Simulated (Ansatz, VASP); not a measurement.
## Ca3Si2N in VASP and in Ansatz

INCAR

```
PREC = Accurate
ENCUT = 520
EDIFF = 1E-7
ISMEAR = 0
SIGMA = 0.1
LREAL = F
LASPH = T
NELM = 150
ALGO = Normal
ISIF = 2
LWAVE = F
LCHARG = F
ISPIN = 2
MAGMOM = 0 0 0 0 0 1
LORBIT = 11
GGA = PE
NBANDS = 34
```

Contents of KPOINTS:

```
regular mesh
0
Gamma
  4 4 4
```

The input POSCAR:

```
Ca3Si2N
1.0
    0.0000000000      5.1222076112      7.4723625607
    2.5025954768      0.0000000000      7.4723625607
    2.5025954768      5.1222076112      0.0000000000
Ca Si N
3 2 1
Direct
    0.3524459684      0.3524459684      0.6475540316
    0.6475540316      0.6475540316      0.3524459684
    0.0000000000      0.0000000000      0.0000000000
    0.0000000000      0.0000000000      0.5000000000
    0.5000000000      0.5000000000      0.0000000000
    0.5000000000      0.5000000000      0.5000000000
```

Input for Ansatz:

```yaml
crystal:
  lattice:
    - [0.0, 5.1222076112, 7.4723625607]
    - [2.5025954768, 0.0, 7.4723625607]
    - [2.5025954768, 5.1222076112, 0.0]
  atoms:
    - { symbol: Ca, position: [0.3524459684, 0.3524459684, 0.6475540316] }
    - { symbol: Ca, position: [0.6475540316, 0.6475540316, 0.3524459684] }
    - { symbol: Ca, position: [0.0, 0.0, 0.0] }
    - { symbol: Si, position: [0.0, 0.0, 0.5] }
    - { symbol: Si, position: [0.5, 0.5, 0.0] }
    - { symbol: "N", position: [0.5, 0.5, 0.5], spin: 1.0 }
basis:
  ecutwfc: 420
kpoints:
  mp_grid: { grid: [4, 4, 4] }
hamiltonian:
  xc: pbe
scf:
  occupations: { method: gaussian, width: 0.1 }
  lower_state_search: "off"
output:
  forces: true
  stress: true
  eigenvalues: true
  populations: true
magnetization:
  spin_polarized: true
```

Alike in both runs: task single point; functional PBE; k mesh 4 × 4 × 4; occupations gaussian, width 0.1 eV; collinear spin.

|  | VASP | Ansatz |
| --- | --- | --- |
| version | VASP 6.6.1 | Ansatz 0.2.0 |
| potentials or method | VASP PAW PBE potentials, release 64 (Ca_sv, Si, N), cutoff 520 eV | scalar-relativistic, plane waves, PAW |
| valence electrons in the cell | 43 | 43 |

VASP gave:

| Property | Result |
| --- | --- |
| gap on the k mesh at the Fermi level (eV) | none |
| pressure (GPa) | 0.1 |
| traceless stress, the component that is largest in VASP (GPa) | -0.07 |
| rms of the force components (eV/Å) | 0.011 |
| net moment per atom (μB) | 0.00 |

**Question.** Estimate Ansatz's values.

**Answer.** gap on the k mesh at the Fermi level (eV): none; pressure (GPa): 0.0; traceless stress, the component that is largest in VASP (GPa): -0.01; rms of the force components (eV/Å): 0.007; net moment per atom (μB): 0.00.

Atom by atom the forces differ by 0.018 eV/Å (rms over components). A gap of «none» marks a metal or a gap that the smearing closes. Ansatz's warnings: seeded moment not kept.

The k mesh is coarse, so the values compare programs but aren't converged.
